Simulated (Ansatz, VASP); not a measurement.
**Hg in VASP and in Ansatz**

The input INCAR:

```
  ALGO = Fast
  EDIFF = 1E-6
  ENCUT = 520
  GGA = PE
  ISIF = 2
  ISMEAR = 0
  IVDW = 12
  LASPH = T
  LCHARG = T
  LELF = T
  LREAL = F
  LVHAR = T
  LWAVE = F
  NBANDS = 32
  NELM = 100
  PREC = Accurate
  SIGMA = 0.1
```

KPOINTS

```
k-points
0
Gamma
  18 18 6
```

File POSCAR:

```
Hg
1.0
    3.3281539700      0.0000000000      0.0000000000
   -1.6640769850      2.8822658857      0.0000000000
    0.0000000000      0.0000000000     10.4855776153
Hg
4
Direct
    0.0000000000      0.0000000000      0.0000000000
    0.3333333333      0.6666666667      0.2500000000
    0.0000000000      0.0000000000      0.5000000000
    0.6666666667      0.3333333333      0.7500000000
```

Input for Ansatz:

```yaml
crystal:
  lattice:
    - [3.32815397, 0.0, 0.0]
    - [-1.664076985, 2.8822658857, 0.0]
    - [0.0, 0.0, 10.4855776153]
  atoms:
    - { symbol: Hg, position: [0.0, 0.0, 0.0] }
    - { symbol: Hg, position: [0.3333333333, 0.6666666667, 0.25] }
    - { symbol: Hg, position: [0.0, 0.0, 0.5] }
    - { symbol: Hg, position: [0.6666666667, 0.3333333333, 0.75] }
basis:
  ecutwfc: 420
kpoints:
  mp_grid: { grid: [18, 18, 6] }
hamiltonian:
  xc: pbe
  dispersion: d3bj
scf:
  occupations: { method: gaussian, width: 0.1 }
output:
  forces: true
  stress: true
  eigenvalues: true
```

Alike in both runs: task single point; functional PBE; dispersion D3(BJ); k mesh 18 × 18 × 6; occupations gaussian, width 0.1 eV; no spin polarisation.

```csv
,VASP,Ansatz
version,VASP 6.6.1,Ansatz 0.2.0
potentials or method,"VASP PAW PBE potentials, release 64 (Hg), cutoff 520 eV","scalar-relativistic, plane waves, PAW"
valence electrons in the cell,48,80
```

|  | VASP | Ansatz | Ansatz less VASP |
| --- | --- | --- | --- |
| gap on the k mesh at the Fermi level (eV) | none | none | - |
| pressure (GPa) | 0.5 | 0.2 | -0.23 |
| traceless stress, the component that is largest in VASP (GPa) | -0.04 | -0.06 | -0.026 |

A gap of «none» marks a metal or a gap that the smearing closes. VASP's potentials hold 48 valence electrons a cell and Ansatz's 80, so a difference there can come from the potentials and not from the codes.

Spin-orbit coupling is off throughout.
